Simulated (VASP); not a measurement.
Write the native input for VASP 6.6.1 that does the following.

```yaml
Task: single point
Functional: LDA
Potentials_or_basis: VASP PAW LDA potentials, release 64 (Na_pv)
Cutoff: 520 eV
k_mesh: 18 × 18 × 18
Occupations: gaussian, width 0.15 eV
Spin: no spin polarisation
Dipole_correction: no
Further_INCAR_settings: ALGO = Fast; EDIFF = 1e-06; NBANDS = 10
```

The structure of Na lies in POSCAR:

```
Na
1.0
   -1.8846871338      1.7448726322      2.4785298014
    1.7448726322     -1.8846871338      2.4785298014
    1.7851231502      1.7851231502     -2.5780937850
Na
1
Direct
    0.0000000000      0.0000000000      0.0000000000
```

One way to write it, as run:

INCAR

```
SYSTEM = Na
ALGO = Fast
EDIFF = 1E-6
ENCUT = 520
ISIF = 2
ISMEAR = 0
LASPH = .True.
LCHARG = .False.
LREAL = .False.
LWAVE = .False.
NBANDS = 10
NELM = 80
PREC = Accurate
SIGMA = 0.15
```

KPOINTS

```
k-points
0
Gamma
  18 18 18
  0 0 0
```

Potentials or basis: VASP PAW LDA potentials, release 64 (Na_pv).

The run is started by

```bash
$ cat potpaw_LDA.64/Na_pv/POTCAR > POTCAR
$ mpirun -np 1 vasp_std > vasp.out
```

It gave:

- Pressure: 0.7 GPa
- Band gap on the k mesh: zero (an odd number of electrons rules out a gap without spin polarisation)

Wall time 2.6 min on 1 thread of Intel(R) Xeon(R) 6975P-C (Granite Rapids), with other jobs on the host, peak memory 0.45 GiB.
